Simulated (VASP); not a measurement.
Input of a VASP 6.6.1 run:

Contents of INCAR:

```
PREC = Accurate ; ENCUT = 600
EDIFF = 1E-7 ; ISMEAR = 0
SIGMA = 0.1 ; LREAL = F
LASPH = T ; NELM = 80
ALGO = Normal ; ISIF = 3
LWAVE = F ; LCHARG = F
GGA = PE ; IBRION = 2
NSW = 90 ; EDIFFG = -0.04
```

File KPOINTS:

```
Automatic mesh
0
Gamma
  6 6 4
```

POSCAR

```
Y3NbO
1.0
    5.4692895000      0.0000000000      0.0000000000
   -2.7346447500      4.7365436500      0.0000000000
    0.0000000000      0.0000000000      4.1994789900
Y Nb O
3 1 1
Direct
    0.5000000000      0.0000000000      0.5000000000
    0.0000000000      0.5000000000      0.5000000000
    0.5000000000      0.5000000000      0.5000000000
    0.0000000000      0.0000000000      0.5000000000
    0.0000000000      0.0000000000      0.0000000000
```

Potentials or basis: VASP PAW PBE potentials, release 64 (Y_sv, Nb_sv, O).

Run with:

```sh
$ cat potpaw_PBE.64/Y_sv/POTCAR potpaw_PBE.64/Nb_sv/POTCAR potpaw_PBE.64/O/POTCAR > POTCAR
$ mpirun -np 1 vasp_std > vasp.out
```

**Question.** Predict the relaxed cell.

**Answer.** a = 6.622 Å, b = 6.622 Å, c = 3.831 Å, α = 90.00°, β = 90.00°, γ = 120.00°.

**Question.** What does it give for the relaxed volume?

**Answer.** 29.09 Å³/atom.

The path:
| step | energy change (eV) | largest force (eV/Å) | pressure (GPa) | volume (Å³) |
| --- | --- | --- | --- | --- |
| 1 | 0.0000 | 0.0000 | 19.61 | 108.79 |
| 2 | -5.0867 | 0.0000 | -1.29 | 151.49 |
| 3 | -5.1429 | 0.0000 | -0.59 | 146.50 |
| 4 | -5.1423 | 0.0000 | -0.72 | 147.26 |
| 5 | -5.1412 | 0.0000 | 0.33 | 145.34 |
| 6 | -5.1447 | 0.0000 | -0.25 | 146.38 |
| 7 | -5.1465 | 0.0000 | -0.03 | 145.47 |

Caveat: the k points lie up to 0.41 Å⁻¹ apart in the final cell, too coarse for converged energies and pressures of a metal; the volume moved by over 15 % at a fixed basis, so the end points are rough.
